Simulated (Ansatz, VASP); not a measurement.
One calculation of AlCu, two programs

```xyz
2
Lattice="2.8957 0.0000 0.0000 0.0000 2.8957 0.0000 0.0000 0.0000 2.8957" Properties=species:S:1:pos:R:3 pbc="T T T"
Al    0.0000    0.0000    0.0000
Cu    1.4478    1.4478    1.4478
```

Alike in both runs: task single point; functional PBEsol; k mesh 14 × 14 × 14; occupations gaussian, width 0.1 eV; no spin polarisation.

|  | VASP | Ansatz |
| --- | --- | --- |
| version | VASP 6.6.1 | Ansatz 0.2.0 |
| potentials or method | VASP PAW PBE potentials, release 64 (Al, Cu), cutoff 600 eV | scalar-relativistic, plane waves, PAW |
| valence electrons in the cell | 14 | 22 |

VASP gave:

| Property | Result |
| --- | --- |
| gap on the k mesh at the Fermi level (eV) | none |
| pressure (GPa) | 10.0 |

Problem. Which values does Ansatz return?

Solution. gap on the k mesh at the Fermi level (eV): none; pressure (GPa): 9.1.

VASP's potentials were made for PBE, not for PBEsol. A gap of «none» marks a metal or a gap that the smearing closes. VASP's potentials hold 14 valence electrons a cell and Ansatz's 22, so a difference there can come from the potentials and not from the codes.
